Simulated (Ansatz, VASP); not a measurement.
Two plane-wave programs on TlRh4

```xyz
5
Lattice="4.8782 0.0000 0.0000 0.0000 4.8782 0.0000 0.0000 0.0000 4.8782" Properties=species:S:1:pos:R:3 pbc="T T T"
Tl    0.0000    0.0000    0.0000
Rh    2.4391    0.0000    0.0000
Rh    0.0000    2.4391    0.0000
Rh    0.0000    0.0000    2.4391
Rh    2.4391    2.4391    2.4391
```

Alike in both runs: functional PBE; k mesh 4 × 4 × 4; occupations gaussian, width 0.1 eV; no spin polarisation.

Ansatz relaxed the structure, and its values are those at the end. VASP's run is a single point on that final structure, the one shown.

|  | VASP | Ansatz |
| --- | --- | --- |
| version | VASP 6.6.1 | Ansatz 0.2.0 |
| potentials or method | VASP PAW PBE potentials, release 64 (Tl_d, Rh_pv), cutoff 520 eV | scalar-relativistic, plane waves, PAW |
| valence electrons in the cell | 73 | 81 |

Ansatz gave:

| Item | Value |
| --- | --- |
| gap on the k mesh at the Fermi level (eV) | none |
| pressure (GPa) | 0.1 |

Problem. Which values does VASP return?

Solution. gap on the k mesh at the Fermi level (eV): none; pressure (GPa): 0.2.

A gap of «none» marks a metal or a gap that the smearing closes. With one functional, cell and mesh, what is left measures potentials, basis and numerics. VASP's potentials hold 73 valence electrons a cell and Ansatz's 81, so a difference there can come from the potentials and not from the codes.

Spin-orbit coupling is off throughout.
